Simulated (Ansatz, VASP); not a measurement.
# HPt6: VASP beside Ansatz

The input INCAR:

```
  ALGO = Normal
  DIPOL = 0.5 0.5 0.297
  EDIFF = 1E-6
  ENCUT = 520
  GGA = PE
  IDIPOL = 3
  ISIF = 2
  ISMEAR = 0
  LASPH = True
  LCHARG = False
  LDIPOL = True
  LREAL = False
  LWAVE = False
  NBANDS = 74
  NELM = 80
  PREC = Accurate
  SIGMA = 0.1
```

Contents of KPOINTS:

```
k-points
0
Gamma
  5 5 1
```

POSCAR

```
HPt6
1.0
    5.6143281343      0.0000000000      0.0000000000
    0.0000000000      5.6143281343      0.0000000000
    0.0000000000      0.0000000000     21.8513792319
Pt H
12 2
Direct
    0.2500000000      0.2500000000      0.1830548066
    0.2500000000      0.7500000000      0.1830548066
    0.7500000000      0.2500000000      0.1830548066
    0.7500000000      0.7500000000      0.1830548066
    0.0000000000      0.0000000000      0.2712126041
    0.0000000000      0.5000000000      0.2712126041
    0.5000000000      0.0000000000      0.2712126041
    0.5000000000      0.5000000000      0.2712126041
    0.2500000000      0.2500000000      0.3593081768
    0.2500000000      0.7500000000      0.3593081768
    0.7500000000      0.2500000000      0.3593081768
    0.7500000000      0.7500000000      0.3593081768
   -0.1331414877      0.0000000000      0.4531237652
    0.1331414877      0.0000000000      0.4531237652
```

Input for Ansatz:

```yaml
crystal:
  lattice:
    - [5.6143281343, 0.0, 0.0]
    - [0.0, 5.6143281343, 0.0]
    - [0.0, 0.0, 21.8513792319]
  atoms:
    - { symbol: Pt, position: [0.25, 0.25, 0.1830548066] }
    - { symbol: Pt, position: [0.25, 0.75, 0.1830548066] }
    - { symbol: Pt, position: [0.75, 0.25, 0.1830548066] }
    - { symbol: Pt, position: [0.75, 0.75, 0.1830548066] }
    - { symbol: Pt, position: [0.0, 0.0, 0.2712126041] }
    - { symbol: Pt, position: [0.0, 0.5, 0.2712126041] }
    - { symbol: Pt, position: [0.5, 0.0, 0.2712126041] }
    - { symbol: Pt, position: [0.5, 0.5, 0.2712126041] }
    - { symbol: Pt, position: [0.25, 0.25, 0.3593081768] }
    - { symbol: Pt, position: [0.25, 0.75, 0.3593081768] }
    - { symbol: Pt, position: [0.75, 0.25, 0.3593081768] }
    - { symbol: Pt, position: [0.75, 0.75, 0.3593081768] }
    - { symbol: H, position: [-0.1331414877, 0.0, 0.4531237652] }
    - { symbol: H, position: [0.1331414877, 0.0, 0.4531237652] }
basis:
  ecutwfc: 420
kpoints:
  mp_grid: { grid: [5, 5, 1] }
hamiltonian:
  xc: pbe
  pseudopotentials: { kind: paw, azcp: { folder: soft_1 } }
scf:
  occupations: { method: gaussian, width: 0.1 }
output:
  forces: true
  eigenvalues: true
efield:
  axis: 3
  dipole_correction: true
  ramp_width: 0.04
```

Alike in both runs: task single point; functional PBE; k mesh 5 × 5 × 1; occupations gaussian, width 0.1 eV; no spin polarisation.

```csv
,VASP,Ansatz
version,VASP 6.6.1,Ansatz 0.2.0
potentials or method,"VASP PAW PBE potentials, release 64 (Pt, H), cutoff 520 eV","scalar-relativistic, plane waves, PAW"
valence electrons in the cell,122,218
```

```csv
,VASP,Ansatz,Ansatz less VASP
gap on the k mesh at the Fermi level (eV),none,none,-
rms of the force components (eV/Å),0.468,0.469,+0.0015
```

Atom by atom the forces differ by 0.008 eV/Å (rms over components). A gap of «none» marks a metal or a gap that the smearing closes. VASP's potentials hold 122 valence electrons a cell and Ansatz's 218, so a difference there can come from the potentials and not from the codes.

Spin-orbit coupling is off throughout.
